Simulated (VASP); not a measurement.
The system is Rb.

```xyz
1
Lattice="4.5480 0.0000 0.0000 0.0000 4.5480 0.0000 0.0000 0.0000 4.5480" Properties=species:S:1:pos:R:3 pbc="T T T"
Rb    0.0000    0.0000    0.0000
```

This isn't the form of Rb at room conditions, which is bcc.

| Property | Result |
| --- | --- |
| Program | VASP 6.6.1 |
| Task | relaxation of cell and atoms |
| Functional | LDA |
| Potentials or basis | VASP PAW LDA potentials, release 64 (Rb_sv) |
| Cutoff | 600 eV |
| k mesh | 7 × 7 × 7 |
| Occupations | fermi-dirac, width 0.1 eV |
| Spin | no spin polarisation |

At the start: pressure -0.2 GPa; volume 94.07 Å³/atom.

Problem. Where does the relaxation end?

Solution. Over 4 steps the energy falls by 7.8 meV/atom and the volume is 84.06 Å³/atom (-10.6 %); space group Pm-3m (No. 221, to 0.1 Å) before and after.

The path:
| step | energy change (eV) | largest force (eV/Å) | pressure (GPa) | volume (Å³) |
| --- | --- | --- | --- | --- |
| 1 | 0.0000 | 0.0000 | -0.24 | 94.07 |
| 2 | -0.0027 | 0.0000 | -0.21 | 92.15 |
| 3 | -0.0074 | 0.0000 | -0.07 | 86.54 |
| 4 | -0.0078 | 0.0000 | 0.02 | 84.06 |

Final structure:
```
Rb
1.0
     4.38052    0.00000    0.00000
     0.00000    4.38052    0.00000
     0.00000    0.00000    4.38052
Rb
1
Direct
  0.00000 0.00000 0.00000
```
